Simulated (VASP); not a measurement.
# Si2W (I4/mmm) in VASP: single point with PBE

Aim: the single point of Si2W with PBE.

All numbers are computed with VASP 6.6.1; they aren't measurements. Logs are shortened: lines on timing, memory, paths and dates and some standing lists are left out, and cuts for length are marked.

## 1. The cell of the first run

It takes space group I4/mmm (No. 139, tetragonal). Conventional cell: a = 3.214 Å, b = 3.214 Å, c = 7.830 Å, α = 90.00°, β = 90.00°, γ = 90.00°. Within 3.4 Å of Si (site symmetry 4mm) lie 9 Si at 2.59 to 3.21 Å and 5 W at 2.62 Å. Within 3.4 Å of W (site symmetry 4/mmm) lie 10 Si at 2.62 Å and 4 W at 3.21 Å.

## 2. Single point, PBE

Input file POSCAR:

```
Si2W
1.0
    3.2138000000      0.0000000000      0.0000000000
    0.0000000000      3.2138000000      0.0000000000
   -1.6069000000     -1.6069000000      3.9149500000
Si W
2 1
Direct
    0.3347000000      0.3347000000      0.6694000000
    0.6653000000      0.6653000000      0.3306000000
    0.0000000000      0.0000000000      0.0000000000
```

Input file INCAR.step1:

```
SYSTEM = Si2W
PREC     = Accurate       ! precision mode
ENCUT    = 520            ! plane-wave cutoff, eV
EDIFF    = 1E-6           ! SCF threshold, eV
ISMEAR   = 0              ! smearing method
SIGMA    = 0.05           ! smearing width, eV
LREAL    = .FALSE.        ! projectors in reciprocal space
LASPH    = .TRUE.         ! aspherical terms in the spheres
NELM     = 60             ! most SCF steps
ALGO     = Normal         ! electronic algorithm
ISIF     = 2              ! what is computed and relaxed
LWAVE    = .FALSE.        ! write WAVECAR
LCHARG   = .TRUE.         ! write CHGCAR
LMAXMIX  = 4              ! l up to which the mixer works
GGA      = PE             ! functional
NBANDS   = 18             ! bands
```

Input file KPOINTS.step1:

```
regular mesh
0
G
  12 12 12
  0 0 0
```

Input file INCAR.step2:

```
SYSTEM = Si2W
PREC     = Accurate       ! precision mode
ENCUT    = 520            ! plane-wave cutoff, eV
EDIFF    = 1E-6           ! SCF threshold, eV
ISMEAR   = -5             ! smearing method
SIGMA    = 0.05           ! smearing width, eV
LREAL    = .FALSE.        ! projectors in reciprocal space
LASPH    = .TRUE.         ! aspherical terms in the spheres
NELM     = 60             ! most SCF steps
ALGO     = Normal         ! electronic algorithm
ISIF     = 2              ! what is computed and relaxed
LWAVE    = .FALSE.        ! write WAVECAR
LCHARG   = .FALSE.        ! write CHGCAR
LMAXMIX  = 4              ! l up to which the mixer works
GGA      = PE             ! functional
LORBIT   = 10             ! projections on sites
NEDOS    = 1001           ! points of the DOS
ICHARG   = 11             ! starting density
```

Input file KPOINTS.step2:

```
regular mesh
0
G
  18 18 18
  0 0 0
```

Potentials or basis: VASP PAW PBE potentials, release 64 (Si, W_sv).

The run is started by

```console
> cat potpaw_PBE.64/Si/POTCAR potpaw_PBE.64/W_sv/POTCAR > POTCAR
> cp INCAR.step1 INCAR
> cp KPOINTS.step1 KPOINTS
> mpirun -np 1 vasp_std > vasp.out
> cp INCAR.step2 INCAR
> cp KPOINTS.step2 KPOINTS
> mpirun -np 1 vasp_std > vasp.out
```

OUTCAR:

```text
SYSTEM = Si2W
   PREC = Accurate
   ENCUT = 520
   EDIFF = 1E-6
   ISMEAR = -5
   LREAL = .FALSE.
   LASPH = .TRUE.
   NELM = 60
   ISIF = 2
   GGA = PE
   LORBIT = 10
   ICHARG = 11

 ion  position               nearest neighbor table
   1  0.335  0.335  0.669-   2 2.59   3 2.62   3 2.62   3 2.62   3 2.62   3 2.62   2 2.63   2 2.63
                             2 2.63   2 2.63
   2  0.665  0.665  0.331-   1 2.59   3 2.62   3 2.62   3 2.62   3 2.62   3 2.62   1 2.63   1 2.63
                             1 2.63   1 2.63
   3  0.000  0.000  0.000-   1 2.62   2 2.62   2 2.62   2 2.62   1 2.62   1 2.62   2 2.62   1 2.62
                             2 2.62   1 2.62

  LATTYP: Found a body centered tetragonal cell.
 ALAT       =     3.2138000000
 C/A-ratio  =     2.4363370465

  Lattice vectors:

 A1 = (   1.6069000000,  -1.6069000000,  -3.9149500000)
 A2 = (  -1.6069000000,   1.6069000000,  -3.9149500000)
 A3 = (   1.6069000000,   1.6069000000,   3.9149500000)

Analysis of symmetry for initial positions (statically):
=====================================================================
 Subroutine PRICEL returns:
 Original cell was already a primitive cell.

 Routine SETGRP: Setting up the symmetry group for a
 body centered tetragonal supercell.

 Subroutine GETGRP returns: Found 16 space group operations
 (whereof 16 operations were pure point group operations)
 out of a pool of 16 trial point group operations.

The static configuration has the point symmetry D_4h.

Analysis of symmetry for dynamics (positions and initial velocities):
=====================================================================
 Subroutine PRICEL returns:
 Original cell was already a primitive cell.

 Routine SETGRP: Setting up the symmetry group for a
 body centered tetragonal supercell.

 Subroutine GETGRP returns: Found 16 space group operations
 (whereof 16 operations were pure point group operations)
 out of a pool of 16 trial point group operations.

The dynamic configuration has the point symmetry D_4h.

 Subroutine INISYM returns: Found 16 space group operations
 (whereof 16 operations are pure point group operations),
 and found     1 'primitive' translations

----------------------------------------------------------------------------------------

                                     Primitive cell

  volume of cell :      40.4356

  direct lattice vectors                    reciprocal lattice vectors
     3.213800000  0.000000000  0.000000000     0.311158131  0.000000000  0.127715552
     0.000000000  3.213800000  0.000000000     0.000000000  0.311158131  0.127715552
    -1.606900000 -1.606900000  3.914950000     0.000000000  0.000000000  0.255431104

  length of vectors
     3.213800000  3.213800000  4.526708376     0.336348992  0.336348992  0.255431104

  position of ions in fractional coordinates (direct lattice)
     0.334700000  0.334700000  0.669400000
     0.665300000  0.665300000  0.330600000
     0.000000000  0.000000000  0.000000000

  ion indices of the primitive-cell ions
   primitive index   ion index
                 1           1
                 2           2
                 3           3

----------------------------------------------------------------------------------------

 KPOINTS: regular mesh

Automatic generation of k-mesh.
 Grid dimensions read from file:
 generate k-points for:   18   18   18

 Generating k-lattice:

  Cartesian coordinates                     Fractional coordinates (reciprocal lattice)
     0.017286563  0.000000000  0.007095308     0.055555556  0.000000000  0.000000000
     0.000000000  0.017286563  0.007095308     0.000000000  0.055555556  0.000000000
     0.000000000  0.000000000  0.014190617     0.000000000  0.000000000  0.055555556

  Length of vectors
     0.018686055  0.018686055  0.014190617

  Shift w.r.t. Gamma in fractional coordinates (k-lattice)
     0.000000000  0.000000000  0.000000000

 TETIRR: Found   7414 inequivalent tetrahedra from    34992

 Subroutine IBZKPT returns following result:
 ===========================================

 Found    480 irreducible k-points:

 Following reciprocal coordinates:
            Coordinates               Weight
  0.000000  0.000000  0.000000      1.000000
  0.055556  0.000000 -0.000000      8.000000
  0.111111  0.000000 -0.000000      8.000000
  0.166667  0.000000  0.000000      8.000000
  0.222222  0.000000  0.000000      8.000000
  0.277778  0.000000  0.000000      8.000000
[... 16 lines left out ...]
 -0.277778  0.055556 -0.000000     16.000000
 -0.222222  0.055556 -0.000000     16.000000
 [... further k-points ...]
   k-points           NKPTS =    480   k-points in BZ     NKDIM =    480   number of bands    NBANDS=     15
   number of dos      NEDOS =   1001   number of ions     NIONS =      3
   total plane-waves  NPLWV =  20736
   dimension x,y,z NGX =    24 NGY =   24 NGZ =   36
   dimension x,y,z NGXF=    48 NGYF=   48 NGZF=   72
   ions per type =               2   1
   NGX,Y,Z   is equivalent  to a cutoff of  12.41, 12.41, 13.22 a.u.
   NGXF,Y,Z  is equivalent  to a cutoff of  24.83, 24.83, 26.44 a.u.
 SYSTEM =  Si2W
   PREC   = accura    normal or accurate (medium, high low for compatibility)
   ISTART =      0    job   : 0-new  1-cont  2-samecut
   ICHARG =     11    charge: 1-file 2-atom 10-const
   ISPIN  =      1    spin polarized calculation?
   LNONCOLLINEAR =      F non collinear calculations
   LSORBIT =      F    spin-orbit coupling
   LASPH  =      T    aspherical Exc in radial PAW
   ENCUT  =  520.0 eV  38.22 Ry    6.18 a.u.   5.98  5.98  8.42*2*pi/ulx,y,z
   NELM   =     60;   NELMIN=  2; NELMDL=  0     # of ELM steps
   EDIFF  = 0.1E-05   stopping-criterion for ELM
   LREAL  =      F    real-space projection
   EDIFFG = 0.1E-04   stopping-criterion for IOM
   NSW    =      0    number of steps for IOM
   IBRION =     -1    ionic relax: 0-MD 1-quasi-New 2-CG
   NFREE  =      0    steps in history (QN), initial steepest desc. (CG)
   ISIF   =      2    stress and relaxation
   ISYM   =      2    0-nonsym 1-usesym 2-fastsym
   POTIM  = 0.5000    time-step for ionic-motion
   TEBEG  =    0.0;   TEEND  =   0.0 temperature during run
   PSTRESS=    0.0 pullay stress
   NELECT =      22.0000    total number of electrons
   NUPDOWN=      -1.0000    fix difference up-down
   EMIN   =  10.00;   EMAX   =-10.00  energy-range for DOS
   EFERMI =   0.00;   METHOD = LEGACY
   ISMEAR =    -5;   SIGMA  =   0.05  broadening in eV -4-tet -1-fermi 0-gaus
   EFERMI_NEDOS =   21; number of points for ismear=-14 and -15
   IALGO  =     38    algorithm
   IMIX   =      4    mixing-type and parameters
     AMIX     =   0.40;   BMIX     =  1.00
     AMIX_MAG =   1.60;   BMIX_MAG =  1.00
  volume/ion in A,a.u.               =      13.48        90.96
  Fermi-wavevector in a.u.,A,eV,Ry     =   1.336476  2.525573 24.302284  1.786167
  Thomas-Fermi vector in A             =   2.465099
   LORBIT       =     10    0 simple, 1 ext, 2 COOP (PROOUT), +10 PAW based schemes
   GGA     = PE    functional components
   LHFCALC =     F    Hartree Fock is set to
   AEXX    =    0.0000 exact exchange contribution
   IVDW    =     0    specifies the selected vdW correction
   LEPSILON=     F    determine dielectric tensor
   LRPA    =     F    only Hartree local field effects (RPA)
 non-spin polarized calculation
 Fermi weights with tetrahedron method with Bloechl corrections
  energy-cutoff  :      520.00
  volume of cell :       40.44
 maximum number of plane-waves:      1118

 number of electron      22.0000000 magnetization

 Free energy of the ion-electron system (eV)
  ---------------------------------------------------
  ext. energy  EPLUGINS =         0.00000000
  ---------------------------------------------------
  free energy    TOTEN  =       -24.80855058 eV

  energy without entropy =      -24.80855058  energy(sigma->0) =      -24.80855058

 E-fermi :  11.9518     XC(G=0): -12.5286

 val. band max:       11.8824045428   @ k =   0.0556   0.0556   0.3333
 cond. band min:      11.9372232562   @ k =   0.1667   0.1667   0.2778
 fundamental gap:      0.0548187134
 Fermi energy:        11.9517747624

 k-point     1 :       0.0000    0.0000    0.0000
  band No.  band energies     occupation
      1     -61.8949      2.00000
      2     -26.1517      2.00000
      3     -26.1376      2.00000
      4     -26.1376      2.00000
      5      -2.1173      2.00000
      6       5.1044      2.00000
      7       8.2197      2.00000
      8       8.6360      2.00000
      9       9.1187      2.00000
     10       9.1187      2.00000
     11      12.5681      0.00000
     12      14.7064      0.00000
     13      14.8962      0.00000
     14      15.0241      0.00000
     15      15.0241      0.00000

 k-point     2 :       0.0556    0.0000   -0.0000
  band No.  band energies     occupation
      1     -61.8947      2.00000
      2     -26.1512      2.00000
      3     -26.1442      2.00000
      4     -26.1370      2.00000
      5      -2.0582      2.00000
      6       5.1096      2.00000
      7       8.0222      2.00000
      8       8.6387      2.00000
      9       9.1585      2.00000
     10       9.2053      2.00000
     11      12.3145     -0.01284
     12      14.5388      0.00000
     13      14.7900      0.00000
     14      15.0773      0.00000
     15      15.3155      0.00000
[... 365 lines left out ...]
      3     -26.1406      2.00000
      4     -26.1322      2.00000
      5      -0.7301      2.00000
      6       4.8435      2.00000
      7       6.4546      2.00000
      8       7.9352      2.00000
      9       9.2893      2.00000
     10       9.7568      2.00000
     11      10.3399      2.00000
     12      13.5019      0.00000
     13      14.2900      0.00000
     14      16.2890      0.00000
     15      16.4526      0.00000

 k-point    24 :      -0.2222    0.0556   -0.0000
  band No.  band energies     occupation
      1     -61.8916      2.00000
      2     -26.2274      2.00000
      3     -26.1436      2.00000
      4     -26.1357      2.00000
      5      -1.2086      2.00000
      6       5.2260      2.00000
      7       6.5836      2.00000
      8       8.3369      2.00000
      9       9.1012      2.00000
     10       9.8332      2.00000
     11      10.5341      2.00000
     12      13.5545      0.00000
     13      14.2097      0.00000
     14      16.3679      0.00000
     15      16.4976      0.00000

 [... further k-points ...]

------------------------ aborting loop because EDIFF is reached ----------------------------------------

  FORCE on cell =-STRESS in cart. coord.  units (eV):
  Direction    XX          YY          ZZ          XY          YZ          ZX
  --------------------------------------------------------------------------------------
  -------------------------------------------------------------------------------------
  Total        0.8374297      0.8374297      1.0260376      0.0000000      0.0000000     -0.0000000
  in kB       33.1814254     33.1814254     40.6546228      0.0000000      0.0000000     -0.0000000
  external PRESSURE =      35.6724912 kB  Pullay stress =       0.0000000 kB

 VOLUME and BASIS-vectors are now :
 -----------------------------------------------------------------------------
  energy-cutoff  :      520.00
  volume of cell :       40.44
      direct lattice vectors                 reciprocal lattice vectors
     3.213800000  0.000000000  0.000000000     0.311158131  0.000000000  0.127715552
     0.000000000  3.213800000  0.000000000     0.000000000  0.311158131  0.127715552
    -1.606900000 -1.606900000  3.914950000     0.000000000  0.000000000  0.255431104

 POSITION                                       TOTAL-FORCE (eV/Angst)
 -----------------------------------------------------------------------------------
     -0.00000     -0.00000      2.62067        -0.000000     -0.000000     -0.049254
      1.60690      1.60690      1.29428         0.000000      0.000000      0.049254
      0.00000      0.00000      0.00000         0.000000      0.000000      0.000000
 -----------------------------------------------------------------------------------
    total drift:                               -0.000000      0.000000     -0.000000

  FREE ENERGIE OF THE ION-ELECTRON SYSTEM (eV)
  ---------------------------------------------------
  free  energy   TOTEN  =       -24.8085505847 eV

  energy  without entropy=      -24.8085505847  energy(sigma->0) =      -24.80855058

 total charge

# of ion       s       p       d       tot
------------------------------------------
    1        0.736   0.891   0.000   1.627
    2        0.736   0.891   0.000   1.627
    3        2.314   6.307   3.598  12.219
--------------------------------------------------
tot          3.786   8.090   3.598  15.473
```

Run time: 5.2 min. Hardware: 1 thread of Intel Xeon 8259CL, shared host; peak memory 0.4 GiB.

What came out:

- Valence electrons inside the program's atomic spheres: Si 1.63; W 12.22

Caveat: spin-orbit coupling is left out, which moves the levels of the heavy elements.
